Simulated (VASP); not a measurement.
# Sr3Al2O (R-3m) in VASP: single point with PBE

Aim: the single point of Sr3Al2O with PBE.

Everything below comes from runs of VASP 6.6.1. Logs are shortened: lines on timing, memory, paths and dates and some standing lists are left out, and cuts for length are marked.

**1. The cell of the first run**

It takes space group R-3m (No. 166, trigonal). The conventional cell has a = 5.858 Å, b = 5.858 Å, c = 13.835 Å, α = 90.00°, β = 90.00°, γ = 120.00°. Within 3.8 Å of Sr (site symmetry 2/m) lie 2 O at 2.86 Å and 4 Sr at 2.93 Å and 6 Al at 3.33 to 3.41 Å. Al (site symmetry 3m) has 9 Sr at 3.33 to 3.41 Å and 3 O at 3.43 Å and 4 Al at 3.48 to 3.57 Å within 4.4 Å. O (site symmetry -3m) has 6 Sr at 2.86 Å and 6 Al at 3.43 Å within 3.8 Å.

**2. Single point, PBE**

Contents of INCAR:

```
SYSTEM = Sr3Al2O
ALGO = Normal ; EDIFF = 1E-6
ENCUT = 520 ; GGA = PE
ISIF = 2 ; ISMEAR = 0
LASPH = .True. ; LCHARG = .False.
LREAL = .False. ; LWAVE = .False.
NBANDS = 30 ; NELM = 60
PREC = Accurate ; SIGMA = 0.1
```

Contents of KPOINTS:

```
k-points
0
Gamma
  6 6 6
  0 0 0
```

Contents of POSCAR:

```
Sr3Al2O
1.0
    2.9288739900      1.6909861900      4.6117839800
   -2.9288739900      1.6909861900      4.6117839800
    0.0000000000     -3.3819723700      4.6117839800
Sr Al O
3 2 1
Direct
    0.0000000000      0.5000000000      0.0000000000
    0.5000000000      0.0000000000      0.0000000000
    0.0000000000      0.0000000000      0.5000000000
    0.6257190100      0.6257190100      0.6257190100
    0.3742809900      0.3742809900      0.3742809900
    0.0000000000      0.0000000000      0.0000000000
```

Potentials or basis: VASP PAW PBE potentials, release 64 (Sr_sv, Al, O).

Started as:

```
> cat potpaw_PBE.64/Sr_sv/POTCAR potpaw_PBE.64/Al/POTCAR potpaw_PBE.64/O/POTCAR > POTCAR
> mpirun -np 1 vasp_std > vasp.out
```

OUTCAR:

```text
SYSTEM = Sr3Al2O
   EDIFF = 1E-6
   ENCUT = 520
   GGA = PE
   ISIF = 2
   ISMEAR = 0
   LASPH = .True.
   LREAL = .False.
   NELM = 60
   PREC = Accurate

 ion  position               nearest neighbor table
   1  0.000  0.500  0.000-   6 2.86   6 2.86   2 2.93   2 2.93   3 2.93   3 2.93   4 3.33   5 3.33
                             4 3.41   5 3.41   4 3.41   5 3.41   3 4.91   3 4.91   2 4.91   2 4.91
   2  0.500  0.000  0.000-   6 2.86   6 2.86   1 2.93   1 2.93   3 2.93   3 2.93   4 3.33   5 3.33
                             4 3.41   5 3.41   5 3.41   4 3.41   3 4.91   3 4.91   1 4.91   1 4.91
   3  0.000  0.000  0.500-   6 2.86   6 2.86   2 2.93   1 2.93   1 2.93   2 2.93   4 3.33   5 3.33
                             4 3.41   5 3.41   4 3.41   5 3.41   1 4.91   1 4.91   2 4.91   2 4.91
   4  0.626  0.626  0.626-   1 3.33   2 3.33   3 3.33   1 3.41   2 3.41   3 3.41   3 3.41   1 3.41
                             2 3.41
   5  0.374  0.374  0.374-   1 3.33   2 3.33   3 3.33   2 3.41   1 3.41   3 3.41   3 3.41   1 3.41
                             2 3.41
   6  0.000  0.000  0.000-   3 2.86   3 2.86   1 2.86   2 2.86   1 2.86   2 2.86

  LATTYP: Found a trigonal (rhomboedric) cell.
 ALAT       =     5.7189412151
 COS(alpha) =     0.4754340397

  Lattice vectors:

 A1 = (   2.9288739900,   1.6909861900,   4.6117839800)
 A2 = (  -2.9288739900,   1.6909861900,   4.6117839800)
 A3 = (   0.0000000000,  -3.3819723700,   4.6117839800)

Analysis of symmetry for initial positions (statically):
=====================================================================
 Subroutine PRICEL returns:
 Original cell was already a primitive cell.

 Routine SETGRP: Setting up the symmetry group for a
 trigonal (rhombohedral) supercell.

 Subroutine GETGRP returns: Found 12 space group operations
 (whereof 12 operations were pure point group operations)
 out of a pool of 12 trial point group operations.

The static configuration has the point symmetry D_3d.

Analysis of symmetry for dynamics (positions and initial velocities):
=====================================================================
 Subroutine PRICEL returns:
 Original cell was already a primitive cell.

 Routine SETGRP: Setting up the symmetry group for a
 trigonal (rhombohedral) supercell.

 Subroutine GETGRP returns: Found 12 space group operations
 (whereof 12 operations were pure point group operations)
 out of a pool of 12 trial point group operations.

The dynamic configuration has the point symmetry D_3d.

 Subroutine INISYM returns: Found 12 space group operations
 (whereof 12 operations are pure point group operations),
 and found     1 'primitive' translations

[... 99 lines left out ...]
   LASPH  =      T    aspherical Exc in radial PAW
   ENCUT  =  520.0 eV  38.22 Ry    6.18 a.u.  10.63 10.63 10.63*2*pi/ulx,y,z
   NELM   =     60;   NELMIN=  2; NELMDL= -5     # of ELM steps
   EDIFF  = 0.1E-05   stopping-criterion for ELM
   LREAL  =      F    real-space projection
[... 7 lines left out ...]
   TEBEG  =    0.0;   TEEND  =   0.0 temperature during run
   PSTRESS=    0.0 pullay stress
   NELECT =      42.0000    total number of electrons
   NUPDOWN=      -1.0000    fix difference up-down
   EMIN   =  10.00;   EMAX   =-10.00  energy-range for DOS
   EFERMI =   0.00;   METHOD = LEGACY
   ISMEAR =     0;   SIGMA  =   0.10  broadening in eV -4-tet -1-fermi 0-gaus
   EFERMI_NEDOS =   21; number of points for ismear=-14 and -15
   IALGO  =     38    algorithm
   IMIX   =      4    mixing-type and parameters
     AMIX     =   0.40;   BMIX     =  1.00
     AMIX_MAG =   1.60;   BMIX_MAG =  1.00
  volume/ion in A,a.u.               =      22.84       154.14
  Fermi-wavevector in a.u.,A,eV,Ry     =   1.103751  2.085786 16.575506  1.218265
  Thomas-Fermi vector in A             =   2.240213
   LORBIT       =      0    0 simple, 1 ext, 2 COOP (PROOUT), +10 PAW based schemes
   GGA     = PE    functional components
   LHFCALC =     F    Hartree Fock is set to
   AEXX    =    0.0000 exact exchange contribution
   IVDW    =     0    specifies the selected vdW correction
   LEPSILON=     F    determine dielectric tensor
   LRPA    =     F    only Hartree local field effects (RPA)
 non-spin polarized calculation
 Gauss-broadening in eV      SIGMA  =   0.10
  energy-cutoff  :      520.00
  volume of cell :      137.04
 maximum number of plane-waves:      3706
 NGX is ok and might be reduce to    48
   NGX = 21   NGY = 21   NGZ = 21

 number of electron      41.9999999 magnetization

 Free energy of the ion-electron system (eV)
  ---------------------------------------------------
  ext. energy  EPLUGINS =         0.00000000
  ---------------------------------------------------
  free energy    TOTEN  =       -16.32952694 eV

  energy without entropy =      -16.30570115  energy(sigma->0) =      -16.31761405

 E-fermi :   4.2796     XC(G=0):  -9.5691

 val. band max:        4.2745600643   @ k =   0.5000   0.1667   0.1667
 cond. band min:       4.2801810521   @ k =  -0.3333   0.3333   0.1667
 fundamental gap:      0.0056209878
 Fermi energy:         4.2796156597

 k-point     1 :       0.0000    0.0000    0.0000
  band No.  band energies     occupation
      1     -31.9646      2.00000
      2     -31.4119      2.00000
      3     -31.4119      2.00000
      4     -15.8741      2.00000
      5     -14.5687      2.00000
      6     -14.5687      2.00000
[... 781 lines left out ...]
     29       7.9063      0.00000
     30       8.1986      0.00000

 [... further k-points ...]
[... 5 lines left out ...]
  --------------------------------------------------------------------------------------
  -------------------------------------------------------------------------------------
  Total       14.5194923     14.5194923    -15.1607147      0.0000000     -0.0000000      0.0000000
  in kB      169.7465907    169.7465907   -177.2430862      0.0000000     -0.0000001      0.0000000
  external PRESSURE =      54.0833651 kB  Pullay stress =       0.0000000 kB

 VOLUME and BASIS-vectors are now :
 -----------------------------------------------------------------------------
  energy-cutoff  :      520.00
  volume of cell :      137.04
      direct lattice vectors                 reciprocal lattice vectors
     2.928873990  1.690986190  4.611783980     0.170714070  0.098561814  0.072278609
    -2.928873990  1.690986190  4.611783980    -0.170714070  0.098561814  0.072278609
     0.000000000 -3.381972370  4.611783980     0.000000000 -0.197123629  0.072278610

 POSITION                                       TOTAL-FORCE (eV/Angst)
 -----------------------------------------------------------------------------------
     -1.46444      0.84549      2.30589         0.000000      0.000000      0.000000
      1.46444      0.84549      2.30589        -0.000000     -0.000000      0.000000
      0.00000     -1.69099      2.30589        -0.000000     -0.000000      0.000000
      0.00000      0.00000      8.65704        -0.000000      0.000000      0.195499
      0.00000      0.00000      5.17831        -0.000000     -0.000000     -0.195499
      0.00000      0.00000      0.00000        -0.000000     -0.000000      0.000000
 -----------------------------------------------------------------------------------
    total drift:                                0.000000     -0.000000      0.000000

  FREE ENERGIE OF THE ION-ELECTRON SYSTEM (eV)
  ---------------------------------------------------
  free  energy   TOTEN  =       -16.3295269377 eV

  energy  without entropy=      -16.3057011524  energy(sigma->0) =      -16.31761405
```

OSZICAR:

```text
N       E                     dE             d eps       ncg     rms          rms(c)
DAV:   1     0.232120666859E+03    0.23212E+03   -0.19599E+04  1920   0.126E+03
DAV:   2     0.998915020874E+00   -0.23112E+03   -0.22517E+03  2380   0.277E+02
DAV:   3    -0.178379994891E+02   -0.18837E+02   -0.18542E+02  2964   0.622E+01
DAV:   4    -0.186270676526E+02   -0.78907E+00   -0.78293E+00  2824   0.114E+01
DAV:   5    -0.186469444051E+02   -0.19877E-01   -0.19872E-01  2722   0.175E+00    0.319E+01
DAV:   6    -0.168694474057E+02    0.17775E+01   -0.14901E+01  2334   0.173E+01    0.240E+01
DAV:   7    -0.165361675441E+02    0.33328E+00   -0.74636E+00  2472   0.921E+00    0.121E+01
DAV:   8    -0.163146075090E+02    0.22156E+00   -0.10859E+00  2660   0.521E+00    0.175E+00
DAV:   9    -0.163303547928E+02   -0.15747E-01   -0.15879E-01  2518   0.162E+00    0.776E-01
DAV:  10    -0.163293688804E+02    0.98591E-03   -0.16864E-02  2398   0.517E-01    0.320E-01
DAV:  11    -0.163295908578E+02   -0.22198E-03   -0.25865E-03  2422   0.239E-01    0.124E-01
DAV:  12    -0.163295291838E+02    0.61674E-04   -0.69917E-04  2554   0.107E-01    0.433E-02
DAV:  13    -0.163295296831E+02   -0.49934E-06   -0.59677E-05  2662   0.309E-02    0.216E-02
DAV:  14    -0.163295264872E+02    0.31959E-05   -0.22700E-05  2146   0.178E-02    0.323E-03
DAV:  15    -0.163295269377E+02   -0.45045E-06   -0.15031E-06  1810   0.593E-03
   1 F= -.16329527E+02 E0= -.16317614E+02  d E =-.238258E-01
```

stdout:

```text
POSCAR found type information on POSCAR SrAlO
 POSCAR found :  3 types and       6 ions
 scaLAPACK will be used
 LDA part: xc-table for (Slater+PW92), standard interpolation
 POSCAR, INCAR and KPOINTS ok, starting setup
 FFT: planning ... GRIDC
 FFT: planning ... GRID_SOFT
 FFT: planning ... GRID
 WAVECAR not read
 entering main loop
```

Run time: 4.3 min. Hardware: 1 thread of Intel Xeon 8259CL, shared host; peak memory 0.38 GiB.

What came out:

```
Free energy            : -16.3295 eV
Pressure               : 5.4 GPa
Largest force          : 0.195 eV/Å
Band gap on the k mesh : zero (band 21 reaches 4.40 eV, above the bottom of band 22 at 3.46 eV)
```

Forces in eV/Å, atoms in the order of the input:
```
Sr   0.000  0.000  0.000
Sr   0.000  0.000  0.000
Sr   0.000  0.000  0.000
Al   0.000  0.000  0.195
Al   0.000  0.000 -0.195
O    0.000  0.000  0.000
```

Levels at points of the mesh, in eV from the Fermi level:
```
           k point  band 19  band 20  band 21  band 22  band 23  band 24
(0.00, 0.00, 0.00)    -1.76    -1.38    -1.38    -0.82     0.63     0.63
(0.50, 0.00, 0.00)    -1.16    -0.83    -0.02     0.01     0.86     0.92
(0.50, 0.50, 0.00)    -1.04    -0.72    -0.37    -0.05     0.80     1.15
(0.50, 0.50, 0.50)    -2.28    -0.20    -0.20     0.23     0.67     0.67
```
